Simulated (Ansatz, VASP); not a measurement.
# In2GaP3: VASP beside Ansatz

```xyz
6
Lattice="-1.9228 1.9228 8.1242 1.9228 -1.9228 8.1242 1.9228 1.9228 -8.1242" Properties=species:S:1:pos:R:3 pbc="T T T"
In    0.0000    0.0000   10.8283
In    0.0000    0.0000    5.4202
Ga    0.0000    0.0000    0.0000
P     0.0000    0.0000    2.6274
P     0.0000    0.0000   13.6210
P     0.0000    0.0000    8.1242
```

Alike in both runs: functional PBE; k mesh 6 × 6 × 6; occupations gaussian, width 0.1 eV; no spin polarisation.

Ansatz relaxed the structure, and its values are those at the end. VASP's run is a single point on that final structure, the one shown.

```csv
,VASP,Ansatz
version,VASP 6.6.1,Ansatz 0.2.0
potentials or method,"VASP PAW PBE potentials, release 64 (In_d, Ga_d, P), cutoff 520 eV","scalar-relativistic, plane waves, PAW"
valence electrons in the cell,54,54
```

```tsv
	VASP	Ansatz	Ansatz less VASP
gap on the k mesh at the Fermi level (eV)	none	none	-
pressure (GPa)	-0.1	-0.1	+0.02
rms of the force components (eV/Å)	0.005	0.006	+0.0014
```

A gap of «none» marks a metal or a gap that the smearing closes. The functional is the same, so the differences come from potentials, cutoffs and numerics.

The k mesh is coarse, so the values compare programs but aren't converged.
